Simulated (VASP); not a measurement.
# Ga (I4/mmm) in VASP: a series of runs

Runs on Ga. Level: PBE. Tasks: single point, relaxation of cell and atoms.

Program: VASP 6.6.1. These are calculated values, not measurements. Logs are shortened: lines on timing, memory, paths and dates and some standing lists are left out, and cuts for length are marked.

## (1) The cell of the first run

The structure is tetragonal, space group I4/mmm (No. 139). The conventional cell has a = 2.886 Å, b = 2.886 Å, c = 4.533 Å, α = 90.00°, β = 90.00°, γ = 90.00°. Within 3.8 Å of Ga (site symmetry 4/mmm) lie 12 Ga at 2.89 to 3.05 Å.

## (2) Single point, PBE

The input, INCAR:

```
SYSTEM = Ga
  PREC = Accurate
  ENCUT = 520
  EDIFF = 1E-7
  ISMEAR = 0
  SIGMA = 0.1
  LREAL = .False.
  LASPH = .True.
  NELM = 60
  ALGO = Normal
  ISIF = 2
  LWAVE = .False.
  LCHARG = .False.
  GGA = PE
  NBANDS = 12
```

The input, KPOINTS:

```
regular mesh
0
Gamma
  18 18 18
  0 0 0
```

The input, POSCAR:

```
Ga
1.0
   -1.4428368459      1.4428368459      2.2666154446
    1.4428368459     -1.4428368459      2.2666154446
    1.4428368459      1.4428368459     -2.2666154446
Ga
1
Direct
    0.0000000000      0.0000000000      0.0000000000
```

Potentials or basis: VASP PAW PBE potentials, release 64 (Ga_d).

On the command line:

```bash
cat potpaw_PBE.64/Ga_d/POTCAR > POTCAR
mpirun -np 1 vasp_std > vasp.out
```

OUTCAR:

```text
SYSTEM = Ga
   PREC = Accurate
   ENCUT = 520
   EDIFF = 1E-7
   ISMEAR = 0
   LREAL = .False.
   LASPH = .True.
   NELM = 60
   ISIF = 2
   GGA = PE

 ion  position               nearest neighbor table
   1  0.000  0.000  0.000-

  LATTYP: Found a body centered tetragonal cell.
 ALAT       =     2.8856736918
 C/A-ratio  =     1.5709436940

  Lattice vectors:

 A1 = (  -1.4428368459,   1.4428368459,   2.2666154446)
 A2 = (   1.4428368459,  -1.4428368459,   2.2666154446)
 A3 = (   1.4428368459,   1.4428368459,  -2.2666154446)

Analysis of symmetry for initial positions (statically):
=====================================================================
 Subroutine PRICEL returns:
 Original cell was already a primitive cell.

 Routine SETGRP: Setting up the symmetry group for a
 body centered tetragonal supercell.

 Subroutine GETGRP returns: Found 16 space group operations
 (whereof 16 operations were pure point group operations)
 out of a pool of 16 trial point group operations.

The static configuration has the point symmetry D_4h.

Analysis of symmetry for dynamics (positions and initial velocities):
=====================================================================
 Subroutine PRICEL returns:
 Original cell was already a primitive cell.

 Routine SETGRP: Setting up the symmetry group for a
 body centered tetragonal supercell.

 Subroutine GETGRP returns: Found 16 space group operations
 (whereof 16 operations were pure point group operations)
 out of a pool of 16 trial point group operations.

The dynamic configuration has the point symmetry D_4h.

 Subroutine INISYM returns: Found 16 space group operations
 (whereof 16 operations are pure point group operations),
 and found     1 'primitive' translations

----------------------------------------------------------------------------------------

                                     Primitive cell

  volume of cell :      18.8744

  direct lattice vectors                    reciprocal lattice vectors
    -1.442836846  1.442836846  2.266615445     0.000000000  0.346539528  0.220593220
     1.442836846 -1.442836846  2.266615445     0.346539528  0.000000000  0.220593220
     1.442836846  1.442836846 -2.266615445     0.346539528  0.346539528  0.000000000

  length of vectors
     3.049770795  3.049770795  3.049770795     0.410793152  0.410793152  0.490080901

  position of ions in fractional coordinates (direct lattice)
[... 78 lines left out ...]
   LREAL  =      F    real-space projection
   EDIFFG = 0.1E-05   stopping-criterion for IOM
   NSW    =      0    number of steps for IOM
   IBRION =     -1    ionic relax: 0-MD 1-quasi-New 2-CG
   NFREE  =      0    steps in history (QN), initial steepest desc. (CG)
   ISIF   =      2    stress and relaxation
   ISYM   =      2    0-nonsym 1-usesym 2-fastsym
   POTIM  = 0.5000    time-step for ionic-motion
   TEBEG  =    0.0;   TEEND  =   0.0 temperature during run
   PSTRESS=    0.0 pullay stress
   NELECT =      13.0000    total number of electrons
   NUPDOWN=      -1.0000    fix difference up-down
   EMIN   =  10.00;   EMAX   =-10.00  energy-range for DOS
   EFERMI =   0.00;   METHOD = LEGACY
   ISMEAR =     0;   SIGMA  =   0.10  broadening in eV -4-tet -1-fermi 0-gaus
   EFERMI_NEDOS =   21; number of points for ismear=-14 and -15
   IALGO  =     38    algorithm
   IMIX   =      4    mixing-type and parameters
     AMIX     =   0.40;   BMIX     =  1.00
     AMIX_MAG =   1.60;   BMIX_MAG =  1.00
  volume/ion in A,a.u.               =      18.87       127.37
  Fermi-wavevector in a.u.,A,eV,Ry     =   1.445768  2.732105 28.439500  2.090244
  Thomas-Fermi vector in A             =   2.563912
   LORBIT       =      0    0 simple, 1 ext, 2 COOP (PROOUT), +10 PAW based schemes
   GGA     = PE    functional components
   LHFCALC =     F    Hartree Fock is set to
   AEXX    =    0.0000 exact exchange contribution
   IVDW    =     0    specifies the selected vdW correction
   LEPSILON=     F    determine dielectric tensor
   LRPA    =     F    only Hartree local field effects (RPA)
 non-spin polarized calculation
 Gauss-broadening in eV      SIGMA  =   0.10
  energy-cutoff  :      520.00
  volume of cell :       18.87
 maximum number of plane-waves:       525
   NGX = 11   NGY = 11   NGZ = 11

 number of electron      13.0000006 magnetization

 Free energy of the ion-electron system (eV)
  ---------------------------------------------------
  ext. energy  EPLUGINS =         0.00000000
  ---------------------------------------------------
  free energy    TOTEN  =        -2.89113061 eV

  energy without entropy =       -2.88965017  energy(sigma->0) =       -2.89039039

 E-fermi :   5.5716     XC(G=0): -11.0178

 val. band max:        5.5679683952   @ k =   0.2778   0.2778   0.1111
 cond. band min:       5.5907218825   @ k =  -0.4444  -0.4444   0.1667
 fundamental gap:      0.0227534873
 Fermi energy:         5.5715830013

 k-point     1 :       0.0000    0.0000    0.0000
  band No.  band energies     occupation
      1      -9.4222      2.00000
      2      -9.3227      2.00000
      3      -9.3227      2.00000
      4      -9.2946      2.00000
      5      -9.1864      2.00000
      6      -5.4898      2.00000
      7      17.7663      0.00000
      8      17.7663      0.00000
      9      17.7918      0.00000
     10      21.3634      0.00000
     11      21.5373      0.00000
     12      21.9573      0.00000
[... 331 lines left out ...]
 k-point    24 :      -0.2222    0.0556   -0.0000
  band No.  band energies     occupation
      1      -9.3832      2.00000
      2      -9.3522      2.00000
      3      -9.2927      2.00000
      4      -9.2515      2.00000
      5      -9.2067      2.00000
      6      -4.3101      2.00000
      7      10.9546      0.00000
      8      15.0911      0.00000
      9      16.8148      0.00000
     10      19.9002      0.00000
     11      21.8645      0.00000
     12      23.2276      0.00000

 [... further k-points ...]
[... 5 lines left out ...]
  --------------------------------------------------------------------------------------
  -------------------------------------------------------------------------------------
  Total        0.0084406      0.0084406      0.0052054      0.0000000     -0.0000000      0.0000000
  in kB        0.7164935      0.7164935      0.4418721      0.0000000     -0.0000000      0.0000000
  external PRESSURE =       0.6249531 kB  Pullay stress =       0.0000000 kB

 VOLUME and BASIS-vectors are now :
 -----------------------------------------------------------------------------
  energy-cutoff  :      520.00
  volume of cell :       18.87
      direct lattice vectors                 reciprocal lattice vectors
    -1.442836846  1.442836846  2.266615445     0.000000000  0.346539528  0.220593220
     1.442836846 -1.442836846  2.266615445     0.346539528  0.000000000  0.220593220
     1.442836846  1.442836846 -2.266615445     0.346539528  0.346539528  0.000000000

 POSITION                                       TOTAL-FORCE (eV/Angst)
 -----------------------------------------------------------------------------------
      0.00000      0.00000      0.00000         0.000000      0.000000      0.000000
 -----------------------------------------------------------------------------------
    total drift:                               -0.000000      0.000000      0.000000

  FREE ENERGIE OF THE ION-ELECTRON SYSTEM (eV)
  ---------------------------------------------------
  free  energy   TOTEN  =        -2.8911306112 eV

  energy  without entropy=       -2.8896501711  energy(sigma->0) =       -2.89039039
```

OSZICAR:

```text
N       E                     dE             d eps       ncg     rms          rms(c)
DAV:   1     0.439548455346E+02    0.43955E+02   -0.67224E+03 12472   0.189E+03
DAV:   2    -0.699855516376E+00   -0.44655E+02   -0.42941E+02 12168   0.265E+02
DAV:   3    -0.289975297622E+01   -0.21999E+01   -0.21944E+01 13224   0.462E+01
DAV:   4    -0.291824440190E+01   -0.18491E-01   -0.18489E-01 13248   0.455E+00
DAV:   5    -0.291844857473E+01   -0.20417E-03   -0.20417E-03 13700   0.458E-01    0.837E-01
DAV:   6    -0.289672925950E+01    0.21719E-01   -0.34077E-02 14380   0.371E+00    0.429E-01
DAV:   7    -0.289167575669E+01    0.50535E-02   -0.67604E-03 17052   0.138E+00    0.118E-01
DAV:   8    -0.289112592415E+01    0.54983E-03   -0.63533E-04 13704   0.460E-01    0.881E-03
DAV:   9    -0.289113013939E+01   -0.42152E-05   -0.66365E-06 16168   0.367E-02    0.321E-03
DAV:  10    -0.289113070507E+01   -0.56568E-06   -0.24655E-07 13288   0.667E-03    0.351E-04
DAV:  11    -0.289113061116E+01    0.93907E-07   -0.51667E-09  9024   0.117E-03
   1 F= -.28911306E+01 E0= -.28903904E+01  d E =-.148044E-02
```

stdout:

```text
POSCAR found type information on POSCAR Ga
 POSCAR found :  1 types and       1 ions
 scaLAPACK will be used
 LDA part: xc-table for (Slater+PW92), standard interpolation
 POSCAR, INCAR and KPOINTS ok, starting setup
 FFT: planning ... GRIDC
 FFT: planning ... GRID_SOFT
 FFT: planning ... GRID
 WAVECAR not read
 entering main loop
```

Wall time 3.3 min (1 thread of AMD EPYC, shared host); peak memory 0.19 GiB.

Results:

```yaml
Free_energy: -2.8911 eV
Pressure: 0.1 GPa
```

## (3) Relaxation of cell and atoms, PBE

This run uses another cell than the first one, of 17.58 Å³/atom, 0.931 times its volume.

The input, INCAR:

```
PREC = Accurate ; ENCUT = 600
EDIFF = 1E-6 ; ISMEAR = 0
SIGMA = 0.1 ; LREAL = F
LASPH = T ; NELM = 100
ALGO = Fast ; ISIF = 3
LWAVE = F ; LCHARG = F
GGA = PE ; IBRION = 2
NSW = 90 ; EDIFFG = -0.02
```

The input, KPOINTS:

```
Automatic mesh
0
Gamma
  18 18 18
```

The input, POSCAR:

```
Ga
1.0
   -1.4040000000      1.4040000000      2.2290000000
    1.4040000000     -1.4040000000      2.2290000000
    1.4040000000      1.4040000000     -2.2290000000
Ga
1
Direct
    0.0000000000      0.0000000000      0.0000000000
```

Potentials or basis: VASP PAW PBE potentials, release 64 (Ga_d).

On the command line:

```bash
cat potpaw_PBE.64/Ga_d/POTCAR > POTCAR
mpirun -np 1 vasp_std > vasp.out
```

OUTCAR:

```text
PREC = Accurate
   ENCUT = 600
   EDIFF = 1E-6
   ISMEAR = 0
   LREAL = F
   LASPH = T
   NELM = 100
   ISIF = 3
   GGA = PE
   IBRION = 2
   NSW = 90
   EDIFFG = -0.02

 ion  position               nearest neighbor table
   1  0.000  0.000  0.000-

  LATTYP: Found a body centered tetragonal cell.
 ALAT       =     2.8080000000
 C/A-ratio  =     1.5876068376

  Lattice vectors:

 A1 = (  -1.4040000000,   1.4040000000,   2.2290000000)
 A2 = (   1.4040000000,  -1.4040000000,   2.2290000000)
 A3 = (   1.4040000000,   1.4040000000,  -2.2290000000)

Analysis of symmetry for initial positions (statically):
=====================================================================
 Subroutine PRICEL returns:
 Original cell was already a primitive cell.

 Routine SETGRP: Setting up the symmetry group for a
 body centered tetragonal supercell.

 Subroutine GETGRP returns: Found 16 space group operations
 (whereof 16 operations were pure point group operations)
 out of a pool of 16 trial point group operations.

The static configuration has the point symmetry D_4h.

Analysis of symmetry for dynamics (positions and initial velocities):
=====================================================================
 Subroutine PRICEL returns:
[... 263 lines left out ...]

 number of electron      13.0000007 magnetization

------------------------ aborting loop because EDIFF is reached ----------------------------------------
[... 65 lines left out ...]
--------------------------------------- Ionic step       11  -------------------------------------------

 number of electron      13.0000006 magnetization

 Free energy of the ion-electron system (eV)
  ---------------------------------------------------
  ext. energy  EPLUGINS =         0.00000000
  ---------------------------------------------------
  free energy    TOTEN  =        -2.89055962 eV

  energy without entropy =       -2.88906521  energy(sigma->0) =       -2.88981242

 E-fermi :   5.6023     XC(G=0): -11.0341

 val. band max:        5.5975258316   @ k =   0.2778   0.2778   0.1111
 cond. band min:       5.6245276271   @ k =  -0.4444  -0.4444   0.1667
 fundamental gap:      0.0270017955
 Fermi energy:         5.6023141713

 k-point     1 :       0.0000    0.0000    0.0000
  band No.  band energies     occupation
      1      -9.3961      2.00000
      2      -9.2943      2.00000
      3      -9.2943      2.00000
      4      -9.2671      2.00000
      5      -9.1570      2.00000
      6      -5.4844      2.00000
      7      17.8337      0.00000
      8      17.8337      0.00000
      9      17.8580      0.00000
     10      21.4220      0.00000
[... 287 lines left out ...]
 k-point    24 :      -0.2222    0.0556   -0.0000
  band No.  band energies     occupation
      1      -9.3565      2.00000
      2      -9.3246      2.00000
      3      -9.2642      2.00000
      4      -9.2233      2.00000
      5      -9.1777      2.00000
      6      -4.3013      2.00000
      7      10.9992      0.00000
      8      15.1409      0.00000
      9      16.8805      0.00000
     10      19.9539      0.00000

 [... further k-points ...]
[... 5 lines left out ...]
  --------------------------------------------------------------------------------------
  -------------------------------------------------------------------------------------
  Total        0.0108632      0.0108632      0.0020932      0.0000000     -0.0000000      0.0000000
  in kB        0.9251643      0.9251643      0.1782664      0.0000000     -0.0000000      0.0000000
  external PRESSURE =       0.6761984 kB  Pullay stress =       0.0000000 kB
[... 16 lines left out ...]
  FREE ENERGIE OF THE ION-ELECTRON SYSTEM (eV)
  ---------------------------------------------------
  free  energy   TOTEN  =        -2.8905596197 eV

  energy  without entropy=       -2.8890652130  energy(sigma->0) =       -2.88981242

 reached required accuracy - stopping structural energy minimisation
```

It took 10 min on 1 thread of Oxide Virtual Turin-like, shared host; peak memory 0.21 GiB.

What came out:

| Property | Result |
| --- | --- |
| Free energy | -2.8906 eV |
| Relaxed volume | 18.81 Å³/atom |
| Relaxed cell | a = 3.047 Å, b = 3.047 Å, c = 3.047 Å, α = 123.57°, β = 123.57°, γ = 83.92° |
| Space group after relaxing (to 0.05 Å) | I4/mmm (No. 139) |
| Energy gained by relaxing | 16.9 meV/atom |
| Ionic steps | 11 |
| Pressure after relaxing | 0.1 GPa |

Step by step:
```
step  energy change (eV)  largest force (eV/Å)  pressure (GPa)  volume (Å³)
   1              0.0000                0.0000            4.33        17.58
   2             -0.0169                0.0000            2.58        18.81
   3              0.0137                0.0000           -4.02        21.05
   4             -0.0131                0.0000           -1.81        19.61
   5             -0.0159                0.0000           -0.79        19.27
   6             -0.0167                0.0000           -0.08        19.08
   7             -0.0168                0.0000           -0.33        19.05
   8             -0.0169                0.0000            0.13        18.93
   9             -0.0169                0.0000           -0.20        18.96
  10             -0.0170                0.0000           -0.11        18.90
  11             -0.0169                0.0000            0.07        18.81
```

Final structure:
```yaml
crystal:
  lattice:
    - [-1.44067, 1.44067, 2.26599]
    - [1.44067, -1.44067, 2.26599]
    - [1.44067, 1.44067, -2.26599]
  atoms:
    - { symbol: Ga, position: [0.00000, 0.00000, 0.00000] }
```

PBE usually gives volumes a little too large and moduli too small. Zero-point motion and thermal expansion aren't in these numbers.
